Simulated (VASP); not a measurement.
Ge, 2 atoms in the cell. The structure is hexagonal, space group P6_3/mmc (No. 194). The conventional cell has a = 2.529 Å, b = 2.529 Å, c = 4.096 Å, α = 90.00°, β = 90.00°, γ = 120.00°. Within 3.3 Å of Ge (site symmetry -6m2) lie 12 Ge at 2.52 to 2.53 Å. This isn't the form of Ge at room conditions, which is diamond.

```yaml
Program: VASP 6.6.1
Task: relaxation of cell and atoms
Functional: PBE
Potentials_or_basis: VASP PAW PBE potentials, release 64 (Ge_d)
Cutoff: 600 eV
k_mesh: 17 × 17 × 10
Occupations: fermi-dirac, width 0.05 eV
Spin: no spin polarisation
Target_pressure: 110 GPa
Dipole_correction: no
Further_INCAR_settings: ALGO = Normal; EDIFF = 1e-06; IBRION = 2; EDIFFG = -0.005; NSW = 60; ISIF = 3
```

Potentials or basis: VASP PAW PBE potentials, release 64 (Ge_d).

Run with:

```bash
$ cat potpaw_PBE.64/Ge_d/POTCAR > POTCAR
$ mpirun -np 1 vasp_std > vasp.out
```

Hardware: 1 thread of Intel(R) Xeon(R) 6975P-C (Granite Rapids), on a shared host.

Question: Estimate the wall time of this run.

Answer: It took 3.4 min on 1 thread of Intel(R) Xeon(R) 6975P-C (Granite Rapids), with other jobs on the host, peak memory 0.21 GiB. Counts: scf iterations 77, k points 198, ion steps 14.
